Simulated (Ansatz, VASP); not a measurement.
**Two plane-wave programs on Co2O**

```
O Co
1.0
    10.22197    0.00000    0.00000
     0.00000    9.12719    0.00000
     0.00000    0.00000    9.58592
O Co
1 2
Cartesian
  4.5277 5.1825 5.1071
  5.9674 5.6117 6.3323
  3.7827 4.0881 3.9058
```

Alike in both runs: task single point; functional PBE; k mesh 1 × 1 × 1; collinear spin.

|  | VASP | Ansatz |
| --- | --- | --- |
| version | VASP 6.6.1 | Ansatz development build ahead of 0.2.0 |
| potentials or method | VASP PAW PBE potentials, release 64 (O, Co) | PAW (an earlier, plane waves, scalar-relativistic |
| plane-wave cutoff (eV) | 520 | 930 |
| occupations | fermi-dirac, width 0.1 eV | fermi-dirac |

Ansatz gave:

* net moment per atom (μB): 0.10
* size of the moment on the site where the two differ most (μB): 1.98

**Question.** What did VASP give for the same quantities?

**Answer.** net moment per atom (μB): 0.21; size of the moment on the site where the two differ most (μB): 2.38.

The net moments are unlike, so the other rows may belong to different states. Site moments also hang on the region over which each program counts them. Ansatz's warnings: stability check not made.
